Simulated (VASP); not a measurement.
Set up this calculation in VASP 6.6.1, as the native input.

```yaml
Task: single point
Functional: PBE
Dispersion: D3(BJ)
Potentials_or_basis: VASP PAW PBE potentials, release 64 (C, O)
Cutoff: 520 eV
k_mesh: 6 × 6 × 1
Occupations: gaussian, width 0.05 eV
Spin: no spin polarisation
Dipole_correction: yes
Further_INCAR_settings: LREAL = Auto; ALGO = Normal; EDIFF = 1e-06; NBANDS = 52
```

The structure of C17O lies in POSCAR:

```
C17O
1.0
    4.9298867130      0.0000000000      0.0000000000
   -0.0081547558      4.4132984516      0.0000000000
    0.0000000000      0.0000000000     23.6650337471
C O
17 1
Direct
    0.3745684085      0.7405378974      0.1690257467
    0.8745684085      0.7405378974      0.1690257467
    0.1243974091      0.6365956441      0.1920114160
    0.6243974091      0.6365956441      0.1920114160
    0.1240513173      0.4291046681      0.2380452569
    0.6240513173      0.4291046681      0.2380452569
    0.3738803179      0.3251624149      0.2610309261
    0.8738803179      0.3251624149      0.2610309261
    0.3735338584      0.1126520408      0.3070664644
    0.8735338584      0.1126520408      0.3070664644
    0.1233638388      0.0072945126      0.3289983678
    0.6233638388      0.0072945126      0.3289983678
    0.1229920122      0.7810454900      0.3748118563
    0.6229920122      0.7810454900      0.3748118563
    0.3728273188      0.6826774530      0.3936201337
    0.8728273188      0.6826774530      0.3936201337
    0.3728273188      1.1826774530      0.5774356332
    0.3728273188      1.1826774530      0.5288407310
```

The input as run:

INCAR

```
ALGO = Normal ; DIPOL = 0.5 0.5 0.313
EDIFF = 1E-6 ; ENCUT = 520
GGA = PE ; IDIPOL = 3
ISIF = 2 ; ISMEAR = 0
IVDW = 12 ; LASPH = True
LCHARG = False ; LDIPOL = True
LREAL = Auto ; LWAVE = False
NBANDS = 52 ; NELM = 100
PREC = Accurate ; SIGMA = 0.05
```

KPOINTS

```
k-points
0
Gamma
  6 6 1
```

Potentials or basis: VASP PAW PBE potentials, release 64 (C, O).

Run with:

```bash
$ cat potpaw_PBE.64/C/POTCAR potpaw_PBE.64/O/POTCAR > POTCAR
$ mpirun -np 1 vasp_std > vasp.out
```

Results of the run:

* Largest force: 2.956 eV/Å
* Band gap on the k mesh: zero (bands 37 and 38 overlap by 0.03 eV)
* Dispersion energy per atom: -0.108 eV

Wall time 15 min on 1 thread of AMD EPYC 9R45 96-Core Processor (Zen 5), with other jobs on the host, peak memory 0.69 GiB.
